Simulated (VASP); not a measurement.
Here is a VASP 6.6.1 calculation.

The input INCAR:

```
SYSTEM = ZnO
PREC = Accurate
ENCUT = 520
EDIFF = 1E-6
ISMEAR = -1
SIGMA = 0.05
LREAL = .False.
LASPH = .True.
NELM = 60
ALGO = Normal
ISIF = 2
LWAVE = .False.
LCHARG = .True.
GGA = RE
IVDW = 13
LELF = .True.
LVHAR = .True.
NBANDS = 26
```

KPOINTS

```
regular mesh
0
Gamma
  9 9 5
  0 0 0
```

File POSCAR:

```
ZnO
1.0
    3.2274999067      0.0000000000      0.0000000000
   -1.6137499533      2.7950969099      0.0000000000
    0.0000000000      0.0000000000      5.1707703030
Zn O
2 2
Direct
    0.6666666667      0.3333333333      0.0000000000
    0.3333333333      0.6666666667      0.5000000000
    0.3333333333      0.6666666667      0.8790100000
    0.6666666667      0.3333333333      0.3790100000
```

Potentials or basis: VASP PAW PBE potentials, release 64 (Zn, O).

Launch:

```sh
$ cat potpaw_PBE.64/Zn/POTCAR potpaw_PBE.64/O/POTCAR > POTCAR
$ mpirun -np 1 vasp_std > vasp.out
```

(1) What does it give for the largest force?

(2) What does it give for the dispersion energy per atom?

(3) Predict the band gap on the k mesh.

(4) What does it give for the pressure?

Answers

(1) 0.078 eV/Å.

(2) -0.474 eV.

(3) 0.88 eV, direct.

(4) 5.2 GPa.

Caveat: the PAW data sets were made with another functional, which shifts forces and pressure a little.
